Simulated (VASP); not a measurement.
The system is In.

```
In
1.0
    -1.68883    1.68883    2.40039
     1.68883   -1.68883    2.40039
     1.68883    1.68883   -2.40039
In
1
Direct
  0.00000 0.00000 0.00000
```

This isn't the form of In at room conditions, which is tetragonal.

| Property | Result |
| --- | --- |
| Program | VASP 6.6.1 |
| Task | relaxation of cell and atoms |
| Functional | r2SCAN |
| Potentials or basis | VASP PAW PBE potentials, release 64 (In_d) |
| Cutoff | 550 eV |
| k mesh | 10 × 10 × 10 |
| Occupations | fermi-dirac, width 0.02 eV |
| Spin | no spin polarisation |

At the start: pressure -1.6 GPa; volume 27.38 Å³/atom.

Where does the relaxation end?

Over 4 steps the energy falls by 5.9 meV/atom and the volume is 26.29 Å³/atom (-4.0 %); space group Fm-3m (No. 225, to 0.1 Å) before and after.

Step by step:
| step | energy change (eV) | largest force (eV/Å) | pressure (GPa) | volume (Å³) |
| --- | --- | --- | --- | --- |
| 1 | 0.0000 | 0.0000 | -1.65 | 27.38 |
| 2 | -0.0059 | 0.0000 | 0.02 | 26.28 |
| 3 | -0.0059 | 0.0000 | 0.00 | 26.30 |
| 4 | -0.0059 | 0.0000 | 0.00 | 26.29 |

Final structure:
```
CELL_PARAMETERS angstrom
-1.66530 1.66530 2.37042
1.66530 -1.66530 2.37042
1.66530 1.66530 -2.37042
ATOMIC_POSITIONS crystal
In 0.00000 0.00000 0.00000
```

Caveat: the PAW data sets were made with another functional, which shifts forces and pressure a little.
